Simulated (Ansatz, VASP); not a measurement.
## One calculation of MgCd3Te4, two programs

```
Mg Cd Te
1.0
     4.66058    0.00000    0.00000
    -2.33029    4.03618    0.00000
     0.00000    0.00000   15.23766
Mg Cd Te
1 3 4
Cartesian
  0.0000 2.6908 7.5774
  0.0000 2.6908 15.2215
  2.3303 1.3454 3.8302
  2.3303 1.3454 11.3849
  0.0000 2.6908 2.8543
  0.0000 2.6908 10.4059
  2.3303 1.3454 6.6995
  2.3303 1.3454 14.2528
```

Alike in both runs: functional PBE; k mesh 6 × 6 × 2; occupations gaussian, width 0.02 eV; no spin polarisation.

Ansatz relaxed the structure, and its values are those at the end. VASP's run is a single point on that final structure, the one shown.

|  | VASP | Ansatz |
| --- | --- | --- |
| version | VASP 6.6.1 | Ansatz 0.2.0 |
| potentials or method | VASP PAW PBE potentials, release 64 (Mg, Cd, Te), cutoff 520 eV | scalar-relativistic, plane waves, PAW |
| valence electrons in the cell | 62 | 134 |

```csv
,VASP,Ansatz,Ansatz less VASP
gap on the k mesh at the Fermi level (eV),0.90,0.90,+0.004
least direct gap on the mesh (eV),0.90,0.90,+0.004
pressure (GPa),0.1,0.0,-0.08
rms of the force components (eV/Å),0.004,0.000,-0.0039
```

VASP's potentials hold 62 valence electrons a cell and Ansatz's 134, so a difference there can come from the potentials and not from the codes.

Neither program's run includes spin-orbit coupling.
